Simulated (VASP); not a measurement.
A run of VASP 6.6.1 is set up as follows.

The input INCAR:

```
SYSTEM = KCl
PREC     = Accurate       ! precision mode
ENCUT    = 600            ! plane-wave cutoff, eV
EDIFF    = 1E-6           ! SCF threshold, eV
ISMEAR   = 0              ! smearing method
SIGMA    = 0.01           ! smearing width, eV
LREAL    = .False.        ! projectors in reciprocal space
LASPH    = .True.         ! aspherical terms in the spheres
NELM     = 100            ! most SCF steps
ALGO     = Normal         ! electronic algorithm
ISIF     = 8              ! what is computed and relaxed
LWAVE    = .False.        ! write WAVECAR
LCHARG   = .False.        ! write CHGCAR
GGA      = PE             ! functional
IBRION   = 2              ! ionic algorithm
NSW      = 60             ! ionic steps
EDIFFG   = -0.01          ! ionic threshold
```

Contents of KPOINTS:

```
regular mesh
0
Gamma
  6 6 6
  0 0 0
```

Contents of POSCAR:

```
KCl
1.0
    0.0000000000      3.1464700000      3.1464700000
    3.1464700000      0.0000000000      3.1464700000
    3.1464700000      3.1464700000      0.0000000000
K Cl
1 1
Direct
    0.0000000000      0.0000000000      0.0000000000
    0.5000000000      0.5000000000      0.5000000000
```

Potentials or basis: VASP PAW PBE potentials, release 64 (K_sv, Cl).

The run is started by

```sh
$ cat potpaw_PBE.64/K_sv/POTCAR potpaw_PBE.64/Cl/POTCAR > POTCAR
$ mpirun -np 1 vasp_std > vasp.out
```

Question: Predict the space group after relaxing (to 0.05 Å).

Answer: Fm-3m (No. 225).

Question: Estimate the relaxed volume.

Answer: 32.58 Å³/atom.

Step by step:
```csv
step,energy change (eV),largest force (eV/Å),pressure (GPa),volume (Å³)
1,0.0000,0.0000,0.82,62.30
2,-0.0053,0.0000,0.37,63.75
3,-0.0070,0.0000,0.00,65.16
```

PBE usually gives volumes a little too large and moduli too small. Zero-point motion and thermal expansion aren't in these numbers.
